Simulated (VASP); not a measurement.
Here is a VASP 6.6.1 calculation.

The input INCAR:

```
PREC = Accurate
ENCUT = 520
EDIFF = 1E-6
ISMEAR = -1
SIGMA = 0.1
LREAL = False
LASPH = True
NELM = 60
ALGO = Normal
ISIF = 2
LWAVE = False
LCHARG = False
GGA = PS
NBANDS = 24
```

Contents of KPOINTS:

```
regular mesh
0
Gamma
  9 9 13
```

POSCAR

```
Au
1.0
    4.5891104889      0.0000000000      0.0000000000
   -2.2945552445      3.9742862641      0.0000000000
    0.0000000000      0.0000000000      2.7425362540
Au
3
Direct
    0.0000000000      1.0000000000      0.0000000000
    0.3333333333      0.6666666667      0.5000000000
    0.6666666667      0.3333333333      0.5000000000
```

Potentials or basis: VASP PAW PBE potentials, release 64 (Au).

The run is started by

```bash
$ cat potpaw_PBE.64/Au/POTCAR > POTCAR
$ mpirun -np 1 vasp_std > vasp.out
```

What does it give for the band gap on the k mesh?

Zero (an odd number of electrons rules out a gap without spin polarisation).

Estimate the pressure.

7.2 GPa.

Stress tensor (GPa, compression positive):
```
7.51 0.00 0.00
0.00 7.51 0.00
0.00 0.00 6.68
```

Caveat: the cell stands under pressure; the PAW data sets were made with another functional, which shifts forces and pressure a little; spin-orbit coupling is left out, which moves the levels of the heavy elements.
